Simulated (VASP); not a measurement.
# TiMoSe4 (P2/m) in VASP: single point with PBE

Aim: the single point of TiMoSe4 with PBE.

All numbers are computed with VASP 6.6.1; they aren't measurements. Logs are shortened: lines on timing, memory, paths and dates and some standing lists are left out, and cuts for length are marked.

## Step 1: The cell of the first run

Symmetry: P2/m, No. 10, monoclinic system. The conventional cell has a = 5.909 Å, b = 3.425 Å, c = 6.848 Å, α = 90.00°, β = 90.37°, γ = 90.00°. Within 3.5 Å of Ti (site symmetry 2/m) lie 6 Se at 2.55 Å and 4 Mo at 3.42 Å and 2 Ti at 3.43 Å. Within 3.5 Å of Mo (site symmetry 2/m) lie 6 Se at 2.56 to 2.57 Å and 4 Ti at 3.42 Å and 2 Mo at 3.43 Å. Within 3.5 Å of Se (site symmetry m) lie 1 Ti at 2.55 Å and 2 Mo at 2.57 Å and 6 Se at 3.40 to 3.43 Å. Se (site symmetry m) has 2 Ti at 2.55 Å and 1 Mo at 2.56 Å and 6 Se at 3.40 to 3.43 Å within 3.5 Å.

## Step 2: Single point, PBE

Contents of INCAR:

```
ALGO     = Normal         # electronic algorithm
EDIFF    = 1E-7           # SCF threshold, eV
ENCUT    = 520            # plane-wave cutoff, eV
GGA      = PE             # functional
ISIF     = 2              # what is computed and relaxed
ISMEAR   = 0              # smearing method
LASPH    = True           # aspherical terms in the spheres
LCHARG   = False          # write CHGCAR
LREAL    = False          # projectors in reciprocal space
LWAVE    = False          # write WAVECAR
NBANDS   = 34             # bands
NELM     = 60             # most SCF steps
PREC     = Accurate       # precision mode
SIGMA    = 0.1            # smearing width, eV
```

Contents of KPOINTS:

```
k-points
0
Gamma
  6 10 6
```

Contents of POSCAR:

```
TiMoSe4
1.0
    5.9091095838      0.0000000000      0.0210818983
    0.0000000000      3.4254440759      0.0000000000
   -0.0689699766      0.0000000000      6.8474730948
Ti Mo Se
1 1 4
Direct
    0.0000000000      0.0000000000      0.0000000000
    0.5000000000      0.5000000000      0.0000000000
    0.6695333296      0.0000000000      0.2384132505
    0.3304666704      0.0000000000      0.7615867495
    0.8339798878      0.5000000000      0.7630391998
    0.1660201122      0.5000000000      0.2369608002
```

Potentials or basis: VASP PAW PBE potentials, release 64 (Ti_sv, Mo_sv, Se).

Launch:

```
$ cat potpaw_PBE.64/Ti_sv/POTCAR potpaw_PBE.64/Mo_sv/POTCAR potpaw_PBE.64/Se/POTCAR > POTCAR
$ mpirun -np 1 vasp_std > vasp.out
```

OUTCAR:

```text
EDIFF = 1E-7
   ENCUT = 520
   GGA = PE
   ISIF = 2
   ISMEAR = 0
   LASPH = True
   LREAL = False
   NELM = 60
   PREC = Accurate

 ion  position               nearest neighbor table
   1  0.000  0.000  0.000-   5 2.55   6 2.55   5 2.55   6 2.55   3 2.55   4 2.55
   2  0.500  0.500  0.000-   5 2.56   6 2.56   3 2.57   4 2.57   3 2.57   4 2.57
   3  0.670  0.000  0.238-   1 2.55   2 2.57   2 2.57
   4  0.330  0.000  0.762-   1 2.55   2 2.57   2 2.57
   5  0.834  0.500  0.763-   1 2.55   1 2.55   2 2.56
   6  0.166  0.500  0.237-   1 2.55   1 2.55   2 2.56

  LATTYP: Found a simple monoclinic cell.
 ALAT       =     5.9091471906
 B/A-ratio  =     0.5796850147
 C/A-ratio  =     1.1588508814
 COS(beta)  =    -0.0065042594

  Lattice vectors:

 A1 = (   5.9091095838,   0.0000000000,   0.0210818983)
 A2 = (   0.0000000000,   3.4254440759,   0.0000000000)
 A3 = (  -0.0689699766,   0.0000000000,   6.8474730948)

Analysis of symmetry for initial positions (statically):
=====================================================================
 Subroutine PRICEL returns:
 Original cell was already a primitive cell.

 Routine SETGRP: Setting up the symmetry group for a
 simple monoclinic supercell.

 Subroutine GETGRP returns: Found  4 space group operations
 (whereof  4 operations were pure point group operations)
 out of a pool of  4 trial point group operations.

The static configuration has the point symmetry C_2h.

Analysis of symmetry for dynamics (positions and initial velocities):
=====================================================================
 Subroutine PRICEL returns:
 Original cell was already a primitive cell.

 Routine SETGRP: Setting up the symmetry group for a
 simple monoclinic supercell.

 Subroutine GETGRP returns: Found  4 space group operations
 (whereof  4 operations were pure point group operations)
 out of a pool of  4 trial point group operations.

The dynamic configuration has the point symmetry C_2h.

 Subroutine INISYM returns: Found  4 space group operations
 (whereof  4 operations are pure point group operations),
 and found     1 'primitive' translations

----------------------------------------------------------------------------------------

                                     Primitive cell

  volume of cell :     138.6069

  direct lattice vectors                    reciprocal lattice vectors
     5.909109584  0.000000000  0.021081898     0.169224153  0.000000000  0.001704481
     0.000000000  3.425444076  0.000000000     0.000000000  0.291932952  0.000000000
    -0.068969977  0.000000000  6.847473095    -0.000521005  0.000000000  0.146034026

  length of vectors
     5.909147191  3.425444076  6.847820430     0.169232737  0.291932952  0.146034956

  position of ions in fractional coordinates (direct lattice)
     0.000000000  0.000000000  0.000000000
     0.500000000  0.500000000  0.000000000
     0.669533330  0.000000000  0.238413251
     0.330466670  0.000000000  0.761586749
     0.833979888  0.500000000  0.763039200
     0.166020112  0.500000000  0.236960800

  ion indices of the primitive-cell ions
   primitive index   ion index
                 1           1
                 2           2
                 3           3
                 4           4
                 5           5
                 6           6

----------------------------------------------------------------------------------------

 KPOINTS: k-points

Automatic generation of k-mesh.
 Grid dimensions read from file:
 generate k-points for:    6   10    6

 Generating k-lattice:

  Cartesian coordinates                     Fractional coordinates (reciprocal lattice)
     0.028204026  0.000000000  0.000284080     0.166666667  0.000000000  0.000000000
     0.000000000  0.029193295  0.000000000     0.000000000  0.100000000  0.000000000
    -0.000086834  0.000000000  0.024339004     0.000000000  0.000000000  0.166666667

  Length of vectors
     0.028205456  0.029193295  0.024339159

  Shift w.r.t. Gamma in fractional coordinates (k-lattice)
     0.000000000  0.000000000  0.000000000

 Subroutine IBZKPT returns following result:
 ===========================================

 Found    120 irreducible k-points:

 Following reciprocal coordinates:
            Coordinates               Weight
  0.000000  0.000000  0.000000      1.000000
  0.166667  0.000000 -0.000000      2.000000
  0.333333  0.000000 -0.000000      2.000000
  0.500000  0.000000 -0.000000      1.000000
  0.000000  0.100000  0.000000      2.000000
  0.166667  0.100000 -0.000000      4.000000
[... 16 lines left out ...]
  0.333333  0.500000 -0.000000      2.000000
  0.500000  0.500000 -0.000000      1.000000
 [... further k-points ...]
   k-points           NKPTS =    120   k-points in BZ     NKDIM =    120   number of bands    NBANDS=     34
   number of dos      NEDOS =    301   number of ions     NIONS =      6
   total plane-waves  NPLWV =  72576
   dimension x,y,z NGX =    48 NGY =   28 NGZ =   54
   dimension x,y,z NGXF=    96 NGYF=   56 NGZF=  108
   ions per type =               1   1   4
   NGX,Y,Z   is equivalent  to a cutoff of  13.50, 13.59, 13.11 a.u.
   NGXF,Y,Z  is equivalent  to a cutoff of  27.01, 27.18, 26.22 a.u.
 SYSTEM =  unknown system
   PREC   = accura    normal or accurate (medium, high low for compatibility)
   ISTART =      0    job   : 0-new  1-cont  2-samecut
   ICHARG =      2    charge: 1-file 2-atom 10-const
   ISPIN  =      1    spin polarized calculation?
   LNONCOLLINEAR =      F non collinear calculations
   LSORBIT =      F    spin-orbit coupling
   LASPH  =      T    aspherical Exc in radial PAW
   ENCUT  =  520.0 eV  38.22 Ry    6.18 a.u.  10.99  6.37 12.73*2*pi/ulx,y,z
   NELM   =     60;   NELMIN=  2; NELMDL= -5     # of ELM steps
   EDIFF  = 0.1E-06   stopping-criterion for ELM
   LREAL  =      F    real-space projection
   EDIFFG = 0.1E-05   stopping-criterion for IOM
   NSW    =      0    number of steps for IOM
   IBRION =     -1    ionic relax: 0-MD 1-quasi-New 2-CG
   NFREE  =      0    steps in history (QN), initial steepest desc. (CG)
   ISIF   =      2    stress and relaxation
   ISYM   =      2    0-nonsym 1-usesym 2-fastsym
   POTIM  = 0.5000    time-step for ionic-motion
   TEBEG  =    0.0;   TEEND  =   0.0 temperature during run
   PSTRESS=    0.0 pullay stress
   NELECT =      50.0000    total number of electrons
   NUPDOWN=      -1.0000    fix difference up-down
   EMIN   =  10.00;   EMAX   =-10.00  energy-range for DOS
   EFERMI =   0.00;   METHOD = LEGACY
   ISMEAR =     0;   SIGMA  =   0.10  broadening in eV -4-tet -1-fermi 0-gaus
   EFERMI_NEDOS =   21; number of points for ismear=-14 and -15
   IALGO  =     38    algorithm
   IMIX   =      4    mixing-type and parameters
     AMIX     =   0.40;   BMIX     =  1.00
     AMIX_MAG =   1.60;   BMIX_MAG =  1.00
  volume/ion in A,a.u.               =      23.10       155.89
  Fermi-wavevector in a.u.,A,eV,Ry     =   1.165386  2.202261 18.478413  1.358125
  Thomas-Fermi vector in A             =   2.301913
   LORBIT       =      0    0 simple, 1 ext, 2 COOP (PROOUT), +10 PAW based schemes
   GGA     = PE    functional components
   LHFCALC =     F    Hartree Fock is set to
   AEXX    =    0.0000 exact exchange contribution
   IVDW    =     0    specifies the selected vdW correction
   LEPSILON=     F    determine dielectric tensor
   LRPA    =     F    only Hartree local field effects (RPA)
 non-spin polarized calculation
 Gauss-broadening in eV      SIGMA  =   0.10
  energy-cutoff  :      520.00
  volume of cell :      138.61
 maximum number of plane-waves:      3762
 NGX is ok and might be reduce to    48
   NGX = 21   NGY = 13   NGZ = 25

 number of electron      50.0000001 magnetization

 Free energy of the ion-electron system (eV)
  ---------------------------------------------------
  ext. energy  EPLUGINS =         0.00000000
  ---------------------------------------------------
  free energy    TOTEN  =       -37.34841661 eV

  energy without entropy =      -37.33181115  energy(sigma->0) =      -37.34011388

 E-fermi :   4.6401     XC(G=0):  -9.7205

 val. band max:        4.6391563077   @ k =   0.5000   0.2000   0.3333
 cond. band min:       4.6402844332   @ k =   0.5000   0.3000   0.1667
 fundamental gap:      0.0011281254
 Fermi energy:         4.6401249145

 k-point     1 :       0.0000    0.0000    0.0000
  band No.  band energies     occupation
      1     -56.8136      2.00000
      2     -52.7267      2.00000
      3     -30.9250      2.00000
      4     -30.9142      2.00000
      5     -30.8245      2.00000
      6     -29.0441      2.00000
[... 26 lines left out ...]
     33       8.1758      0.00000
     34       8.2222      0.00000

 k-point     2 :       0.1667    0.0000   -0.0000
  band No.  band energies     occupation
      1     -56.8136      2.00000
      2     -52.7267      2.00000
      3     -30.9249      2.00000
      4     -30.9136      2.00000
      5     -30.8244      2.00000
      6     -29.0449      2.00000
[... 26 lines left out ...]
     33       8.1463      0.00000
     34       8.1921      0.00000

 k-point     3 :       0.3333    0.0000   -0.0000
  band No.  band energies     occupation
      1     -56.8136      2.00000
      2     -52.7267      2.00000
      3     -30.9249      2.00000
      4     -30.9125      2.00000
      5     -30.8243      2.00000
      6     -29.0465      2.00000
[... 26 lines left out ...]
     33       7.9979      0.00000
     34       8.0645      0.00000

 k-point     4 :       0.5000    0.0000   -0.0000
  band No.  band energies     occupation
      1     -56.8136      2.00000
      2     -52.7267      2.00000
      3     -30.9248      2.00000
      4     -30.9119      2.00000
      5     -30.8242      2.00000
      6     -29.0473      2.00000
[... 26 lines left out ...]
     33       7.9577      0.00000
     34       7.9749      0.00000

 k-point     5 :       0.0000    0.1000    0.0000
  band No.  band energies     occupation
      1     -56.8129      2.00000
      2     -52.7261      2.00000
      3     -30.9364      2.00000
      4     -30.9125      2.00000
      5     -30.8230      2.00000
      6     -29.0432      2.00000
[... 621 lines left out ...]
 k-point    22 :       0.1667    0.5000   -0.0000
  band No.  band energies     occupation
      1     -56.8066      2.00000
      2     -52.7210      2.00000
      3     -31.0440      2.00000
      4     -30.8968      2.00000
      5     -30.8085      2.00000
      6     -29.0687      2.00000
[... 26 lines left out ...]
     33       8.1618      0.00000
     34       8.3191      0.00000

 k-point    23 :       0.3333    0.5000   -0.0000
  band No.  band energies     occupation
      1     -56.8066      2.00000
      2     -52.7210      2.00000
      3     -31.0445      2.00000
      4     -30.8973      2.00000
      5     -30.8085      2.00000
      6     -29.0679      2.00000
[... 26 lines left out ...]
     33       8.0930      0.00000
     34       8.2124      0.00000

 k-point    24 :       0.5000    0.5000   -0.0000
  band No.  band energies     occupation
      1     -56.8066      2.00000
      2     -52.7210      2.00000
      3     -31.0447      2.00000
      4     -30.8976      2.00000
      5     -30.8085      2.00000
      6     -29.0675      2.00000
[... 26 lines left out ...]
     33       8.1755      0.00000
     34       8.2930      0.00000

 [... further k-points ...]

------------------------ aborting loop because EDIFF is reached ----------------------------------------

  FORCE on cell =-STRESS in cart. coord.  units (eV):
  Direction    XX          YY          ZZ          XY          YZ          ZX
  --------------------------------------------------------------------------------------
  -------------------------------------------------------------------------------------
  Total        0.1026118      0.0939870      0.1298197      0.0000000      0.0000000     -0.0013397
  in kB        1.1861052      1.0864093      1.5006045      0.0000000      0.0000000     -0.0154855
  external PRESSURE =       1.2577063 kB  Pullay stress =       0.0000000 kB

 VOLUME and BASIS-vectors are now :
 -----------------------------------------------------------------------------
  energy-cutoff  :      520.00
  volume of cell :      138.61
      direct lattice vectors                 reciprocal lattice vectors
     5.909109584  0.000000000  0.021081898     0.169224153  0.000000000  0.001704481
     0.000000000  3.425444076  0.000000000     0.000000000  0.291932952  0.000000000
    -0.068969977  0.000000000  6.847473095    -0.000521005  0.000000000  0.146034026

 POSITION                                       TOTAL-FORCE (eV/Angst)
 -----------------------------------------------------------------------------------
      0.00000      0.00000      0.00000        -0.000000     -0.000000      0.000000
      2.95455      1.71272      0.01054         0.000000     -0.000000      0.000000
      3.93990      0.00000      1.64664         0.000725     -0.000000      0.021194
      1.90024      0.00000      5.22191        -0.000725     -0.000000     -0.021194
      4.87545      1.71272      5.24247         0.004572     -0.000000     -0.018277
      0.96469      1.71272      1.62608        -0.004572      0.000000      0.018277
 -----------------------------------------------------------------------------------
    total drift:                               -0.000000     -0.000000      0.000000

  FREE ENERGIE OF THE ION-ELECTRON SYSTEM (eV)
  ---------------------------------------------------
  free  energy   TOTEN  =       -37.3484166077 eV

  energy  without entropy=      -37.3318111522  energy(sigma->0) =      -37.34011388
```

Run time: 7 min. Hardware: 1 thread of Intel Xeon 6975P-C (Granite Rapids), shared host; peak memory 0.64 GiB.

What came out:

- Free energy: -37.3484 eV
- Pressure: 0.1 GPa
- Largest force: 0.021 eV/Å
- Band gap on the k mesh: zero (bands 25 and 26 overlap by 1.17 eV)

Forces on the atoms (eV/Å):
```
Ti   0.000  0.000  0.000
Mo   0.000  0.000  0.000
Se   0.001  0.000  0.021
Se  -0.001  0.000 -0.021
Se   0.005  0.000 -0.018
Se  -0.005  0.000  0.018
```

Caveat: this functional lacks dispersion, which binds the layers, so the pressure and a relaxed spacing across them are unreliable.
